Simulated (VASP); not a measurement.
# BaS in VASP: further runs, part 2 of 3

VASP 6.6.1. The steps go on from the part before.

## 3. Relaxation of shape and atoms at fixed volume, PBEsol (26.09 Å³/atom)

This run uses another cell than the first one, of 26.09 Å³/atom.

Contents of INCAR:

```
SYSTEM = BaS
PREC = Accurate
ENCUT = 600
EDIFF = 1E-6
ISMEAR = 0
SIGMA = 0.05
LREAL = .FALSE.
LASPH = .TRUE.
NELM = 100
ALGO = Normal
ISIF = 4
LWAVE = .FALSE.
LCHARG = .FALSE.
GGA = PS
IBRION = 2
NSW = 60
EDIFFG = -0.01
```

Contents of KPOINTS:

```
regular mesh
0
G
  6 6 8
  0 0 0
```

Contents of POSCAR:

```
BaS
1.0
    5.2752852353      0.0000000000      0.0000000000
    0.0000000000      5.2752852353      0.0000000000
    0.0000000000      0.0000000000      3.7496412776
Ba S
2 2
Direct
    0.5000000000      0.0000000000      0.4378371217
    0.0000000000      0.5000000000      0.5621628783
    0.0000000000      0.0000000000      0.0000000000
    0.5000000000      0.5000000000      0.0000000000
```

Potentials or basis: VASP PAW PBE potentials, release 64 (Ba_sv, S).

The run is started by

```sh
> cat potpaw_PBE.64/Ba_sv/POTCAR potpaw_PBE.64/S/POTCAR > POTCAR
> mpirun -np 1 vasp_std > vasp.out
```

OUTCAR:

```text
SYSTEM = BaS
   PREC = Accurate
   ENCUT = 600
   EDIFF = 1E-6
   ISMEAR = 0
   LREAL = .FALSE.
   LASPH = .TRUE.
   NELM = 100
   ISIF = 4
   GGA = PS
   IBRION = 2
   NSW = 60
   EDIFFG = -0.01

 ion  position               nearest neighbor table
   1  0.500  0.000  0.438-   3 3.11   4 3.11   4 3.11   3 3.11   4 3.38   3 3.38   3 3.38   4 3.38
                             2 3.76   2 3.76   2 3.76   2 3.76
   2  0.000  0.500  0.562-   3 3.11   4 3.11   3 3.11   4 3.11   3 3.38   3 3.38   4 3.38   4 3.38
                             1 3.76   1 3.76   1 3.76   1 3.76
   3  0.000  0.000  0.000-   1 3.11   2 3.11   2 3.11   1 3.11   2 3.38   2 3.38   1 3.38   1 3.38

   4  0.500  0.500  0.000-   1 3.11   2 3.11   1 3.11   2 3.11   2 3.38   1 3.38   2 3.38   1 3.38

  LATTYP: Found a simple tetragonal cell.
 ALAT       =     5.2752852353
 C/A-ratio  =     0.7107940349

  Lattice vectors:

 A1 = (   5.2752852353,   0.0000000000,   0.0000000000)
 A2 = (   0.0000000000,   5.2752852353,   0.0000000000)
 A3 = (   0.0000000000,   0.0000000000,   3.7496412776)

Analysis of symmetry for initial positions (statically):
=====================================================================
 Subroutine PRICEL returns:
 Original cell was already a primitive cell.

 Routine SETGRP: Setting up the symmetry group for a
 simple tetragonal supercell.

 Subroutine GETGRP returns: Found 16 space group operations
 (whereof  8 operations were pure point group operations)
 out of a pool of 16 trial point group operations.

The static configuration has the point symmetry D_2d.
 The point group associated with its full space group is D_4h.

Analysis of symmetry for dynamics (positions and initial velocities):
=====================================================================
 Subroutine PRICEL returns:
 Original cell was already a primitive cell.

 Routine SETGRP: Setting up the symmetry group for a
 simple tetragonal supercell.

 Subroutine GETGRP returns: Found 16 space group operations
 (whereof  8 operations were pure point group operations)
 out of a pool of 16 trial point group operations.

The dynamic configuration has the point symmetry D_2d.
 The point group associated with its full space group is D_4h.

 Subroutine INISYM returns: Found 16 space group operations
 (whereof  8 operations are pure point group operations),
 and found     1 'primitive' translations

----------------------------------------------------------------------------------------

                                     Primitive cell

  volume of cell :     104.3474

  direct lattice vectors                    reciprocal lattice vectors
     5.275285235  0.000000000  0.000000000     0.189563209  0.000000000  0.000000000
     0.000000000  5.275285235  0.000000000     0.000000000  0.189563209  0.000000000
     0.000000000  0.000000000  3.749641278     0.000000000  0.000000000  0.266692178

  length of vectors
     5.275285235  5.275285235  3.749641278     0.189563209  0.189563209  0.266692178

  position of ions in fractional coordinates (direct lattice)
     0.500000000  0.000000000  0.437837122
[... 66 lines left out ...]
   total plane-waves  NPLWV =  52920
   dimension x,y,z NGX =    42 NGY =   42 NGZ =   30
   dimension x,y,z NGXF=    84 NGYF=   84 NGZF=   60
   ions per type =               2   2
   NGX,Y,Z   is equivalent  to a cutoff of  13.24, 13.24, 13.30 a.u.
   NGXF,Y,Z  is equivalent  to a cutoff of  26.47, 26.47, 26.60 a.u.
 SYSTEM =  BaS
   PREC   = accura    normal or accurate (medium, high low for compatibility)
   ISTART =      0    job   : 0-new  1-cont  2-samecut
   ICHARG =      2    charge: 1-file 2-atom 10-const
   ISPIN  =      1    spin polarized calculation?
   LNONCOLLINEAR =      F non collinear calculations
   LSORBIT =      F    spin-orbit coupling
   LASPH  =      T    aspherical Exc in radial PAW
   ENCUT  =  600.0 eV  44.10 Ry    6.64 a.u.  10.54 10.54  7.49*2*pi/ulx,y,z
   NELM   =    100;   NELMIN=  2; NELMDL= -5     # of ELM steps
   EDIFF  = 0.1E-05   stopping-criterion for ELM
   LREAL  =      F    real-space projection
   EDIFFG = -.1E-01   stopping-criterion for IOM
   NSW    =     60    number of steps for IOM
   IBRION =      2    ionic relax: 0-MD 1-quasi-New 2-CG
   NFREE  =      1    steps in history (QN), initial steepest desc. (CG)
   ISIF   =      4    stress and relaxation
   ISYM   =      2    0-nonsym 1-usesym 2-fastsym
   POTIM  = 0.5000    time-step for ionic-motion
   TEBEG  =    0.0;   TEEND  =   0.0 temperature during run
   PSTRESS=    0.0 pullay stress
   NELECT =      32.0000    total number of electrons
   NUPDOWN=      -1.0000    fix difference up-down
   EMIN   =  10.00;   EMAX   =-10.00  energy-range for DOS
   EFERMI =   0.00;   METHOD = LEGACY
   ISMEAR =     0;   SIGMA  =   0.05  broadening in eV -4-tet -1-fermi 0-gaus
   EFERMI_NEDOS =   21; number of points for ismear=-14 and -15
   IALGO  =     38    algorithm
   IMIX   =      4    mixing-type and parameters
     AMIX     =   0.40;   BMIX     =  1.00
     AMIX_MAG =   1.60;   BMIX_MAG =  1.00
  volume/ion in A,a.u.               =      26.09       176.04
  Fermi-wavevector in a.u.,A,eV,Ry     =   1.103988  2.086234 16.582633  1.218789
  Thomas-Fermi vector in A             =   2.240454
   LORBIT       =      0    0 simple, 1 ext, 2 COOP (PROOUT), +10 PAW based schemes
   GGA     = PS    functional components
   LHFCALC =     F    Hartree Fock is set to
   AEXX    =    0.0000 exact exchange contribution
   IVDW    =     0    specifies the selected vdW correction
   LEPSILON=     F    determine dielectric tensor
   LRPA    =     F    only Hartree local field effects (RPA)
 conjugate gradient relaxation of ions
 non-spin polarized calculation
 Gauss-broadening in eV      SIGMA  =   0.05
  energy-cutoff  :      600.00
  volume of cell :      104.35
 maximum number of plane-waves:      3503
   NGX = 21   NGY = 21   NGZ = 15

--------------------------------------- Ionic step        1  -------------------------------------------

 number of electron      31.9999999 magnetization

 Free energy of the ion-electron system (eV)
  ---------------------------------------------------
  ext. energy  EPLUGINS =         0.00000000
  ---------------------------------------------------
  free energy    TOTEN  =       -20.70803685 eV

  energy without entropy =      -20.70803685  energy(sigma->0) =      -20.70803685

------------------------ aborting loop because EDIFF is reached ----------------------------------------

  FORCE on cell =-STRESS in cart. coord.  units (eV):
  Direction    XX          YY          ZZ          XY          YZ          ZX
  --------------------------------------------------------------------------------------
  -------------------------------------------------------------------------------------
  Total        2.2159483      2.2159483      2.1626490      0.0000000     -0.0000000      0.0000000
  in kB       34.0242530     34.0242530     33.2058813      0.0000000     -0.0000000      0.0000000
  external PRESSURE =      33.7514625 kB  Pullay stress =       0.0000000 kB
[... 95 lines left out ...]
  FREE ENERGIE OF THE ION-ELECTRON SYSTEM (eV)
  ---------------------------------------------------
  free  energy   TOTEN  =       -20.7100906598 eV

  energy  without entropy=      -20.7100906598  energy(sigma->0) =      -20.71009066

[... ionic steps 4 to 11 ...]

--------------------------------------- Ionic step       12  -------------------------------------------

 number of electron      32.0000000 magnetization

------------------------ aborting loop because EDIFF is reached ----------------------------------------
[... 71 lines left out ...]
--------------------------------------- Ionic step       14  -------------------------------------------

 number of electron      32.0000000 magnetization

 Free energy of the ion-electron system (eV)
  ---------------------------------------------------
  ext. energy  EPLUGINS =         0.00000000
  ---------------------------------------------------
  free energy    TOTEN  =       -20.71587478 eV

  energy without entropy =      -20.71587478  energy(sigma->0) =      -20.71587478

 E-fermi :   3.6232     XC(G=0):  -9.9310

 val. band max:        3.4005432577   @ k =   0.0000   0.0000   0.0000
 cond. band min:       4.6274951676   @ k =   0.0000   0.0000   0.0000
 fundamental gap:      1.2269519100
 Fermi energy:         3.6232494879

 k-point     1 :       0.0000    0.0000    0.0000
  band No.  band energies     occupation
      1     -23.5186      2.00000
      2     -23.2767      2.00000
      3      -9.2824      2.00000
      4      -9.2824      2.00000
      5      -8.2391      2.00000
      6      -8.2391      2.00000
[... 541 lines left out ...]
     19       7.6720      0.00000
     20       7.6720      0.00000

 [... further k-points ...]
[... 5 lines left out ...]
  --------------------------------------------------------------------------------------
  -------------------------------------------------------------------------------------
  Total        1.9221252      1.9221252      1.8801228      0.0000000      0.0000000      0.0000000
  in kB       29.5128156     29.5128156     28.8678988      0.0000000      0.0000000      0.0000000
  external PRESSURE =      29.2978433 kB  Pullay stress =       0.0000000 kB
[... 19 lines left out ...]
  FREE ENERGIE OF THE ION-ELECTRON SYSTEM (eV)
  ---------------------------------------------------
  free  energy   TOTEN  =       -20.7158747778 eV

  energy  without entropy=      -20.7158747778  energy(sigma->0) =      -20.71587478

 reached required accuracy - stopping structural energy minimisation
```

CONTCAR:

```text
BaS
   1.00000000000000
     5.2811609618349209    0.0000000000000000    0.0000000000000000
     0.0000000000000000    5.2811609618349209   -0.0000000000000001
     0.0000000000000000   -0.0000000000000001    3.7413023495585378
  Ba              S
     2     2
Direct
     0.5000000000000000    0.0000000000000000    0.4687118758516760
     0.0000000000000000    0.5000000000000000    0.5312881241483243
     0.0000000000000000    0.0000000000000000    0.0000000000000000
     0.5000000000000000    0.5000000000000000    0.0000000000000000

  0.00000000E+00  0.00000000E+00  0.00000000E+00
  0.00000000E+00  0.00000000E+00  0.00000000E+00
  0.00000000E+00  0.00000000E+00  0.00000000E+00
  0.00000000E+00  0.00000000E+00  0.00000000E+00
```

Run time: 5.6 min. Hardware: 1 thread of Intel Xeon Platinum 8559C (Emerald Rapids), shared host; peak memory 0.3 GiB.

Results:

```yaml
Free_energy: -20.7159 eV
Energy_gained_by_relaxing: 2.0 meV/atom
Ionic_steps: 14
Pressure_after_relaxing: 2.9 GPa
Largest_force_after_relaxing: 0.006 eV/Å
Band_gap_on_the_k_mesh: 1.23 eV
```

Forces on the atoms (eV/Å):
```
Ba   0.000  0.000  0.006
Ba   0.000  0.000 -0.006
S    0.000  0.000  0.000
S    0.000  0.000  0.000
```

Step by step:
| step | energy change (eV) | largest force (eV/Å) | pressure (GPa) | volume (Å³) |
| --- | --- | --- | --- | --- |
| 1 | 0.0000 | 0.0770 | 3.38 | 104.35 |
| 2 | -0.0006 | 0.0738 | 3.35 | 104.35 |
| 3 | -0.0021 | 0.0643 | 3.30 | 104.35 |
| 4 | -0.0040 | 0.0480 | 3.19 | 104.35 |
| 5 | -0.0042 | 0.0235 | 3.01 | 104.35 |
| 6 | -0.0046 | 0.0321 | 3.08 | 104.35 |
| 7 | -0.0051 | 0.0306 | 3.07 | 104.35 |
| 8 | -0.0061 | 0.0247 | 3.05 | 104.35 |
| 9 | -0.0074 | 0.0146 | 2.99 | 104.35 |
| 10 | -0.0069 | 0.0001 | 2.90 | 104.35 |
| 11 | -0.0076 | 0.0072 | 2.95 | 104.35 |
| 12 | -0.0076 | 0.0080 | 2.96 | 104.35 |
| 13 | -0.0077 | 0.0078 | 2.95 | 104.35 |
| 14 | -0.0078 | 0.0058 | 2.93 | 104.35 |

Final structure:
```
Ba S
1.0
     5.28116    0.00000    0.00000
     0.00000    5.28116    0.00000
     0.00000    0.00000    3.74130
Ba S
2 2
Direct
  0.50000 0.00000 0.46871
  0.00000 0.50000 0.53129
  0.00000 0.00000 0.00000
  0.50000 0.50000 0.00000
```

Levels at points of the mesh, in eV from the valence-band top:
| k point | band 12 | band 13 | band 14 | band 15 | band 16 | band 17 | band 18 | band 19 | band 20 |
| --- | --- | --- | --- | --- | --- | --- | --- | --- | --- |
| (0.00, 0.00, 0.00) | -1.36 | -0.12 | -0.04 | -0.04 | 0.00 | 1.23 | 1.26 | 2.22 | 3.47 |
| (0.50, 0.00, 0.00) | -2.04 | -0.98 | -0.98 | -0.44 | -0.44 | 2.74 | 2.74 | 4.44 | 4.44 |
| (0.50, 0.50, 0.00) | -3.15 | -0.83 | -0.83 | -0.80 | -0.80 | 2.40 | 2.40 | 6.14 | 6.14 |
| (0.00, 0.00, 0.50) | -3.11 | -3.09 | -3.09 | -0.82 | -0.82 | 2.40 | 6.22 | 6.56 | 7.27 |
| (0.50, 0.00, 0.50) | -2.20 | -2.19 | -2.19 | -0.82 | -0.82 | 4.22 | 4.22 | 4.41 | 4.41 |
| (0.50, 0.50, 0.50) | -1.37 | -1.36 | -1.36 | 0.00 | 0.00 | 2.17 | 2.17 | 3.47 | 3.47 |

Caveat: the PAW data sets were made with another functional, which shifts forces and pressure a little; spin-orbit coupling is left out, which moves the levels of the heavy elements. A k mesh can miss the band edges.

[end of part 2 of 3]
